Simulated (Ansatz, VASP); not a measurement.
**Two plane-wave programs on AlRu**

```
Al Ru
1.0
     2.99160    0.00000    0.00000
     0.00000    2.99160    0.00000
     0.00000    0.00000    2.99160
Al Ru
1 1
Direct
  0.84958 0.00000 0.84958
  0.50000 0.50000 0.50000
```

Alike in both runs: task single point; functional PBE; k mesh 16 × 16 × 16; occupations gaussian, width 0.15 eV; no spin polarisation.

```csv
,VASP,Ansatz
version,VASP 6.6.1,Ansatz 0.2.0
potentials or method,"VASP PAW PBE potentials, release 64 (Al, Ru_pv), cutoff 520 eV","scalar-relativistic, plane waves, PAW"
valence electrons in the cell,17,19
```

```tsv
	VASP	Ansatz	Ansatz less VASP
gap on the k mesh at the Fermi level (eV)	none	none	-
rms of the force components (eV/Å)	4.447	4.416	-0.0316
```

Atom by atom the forces differ by 0.032 eV/Å (rms over components). A gap of «none» marks a metal or a gap that the smearing closes. The functional is the same, so the differences come from potentials, cutoffs and numerics. VASP's potentials hold 17 valence electrons a cell and Ansatz's 19, so a difference there can come from the potentials and not from the codes.
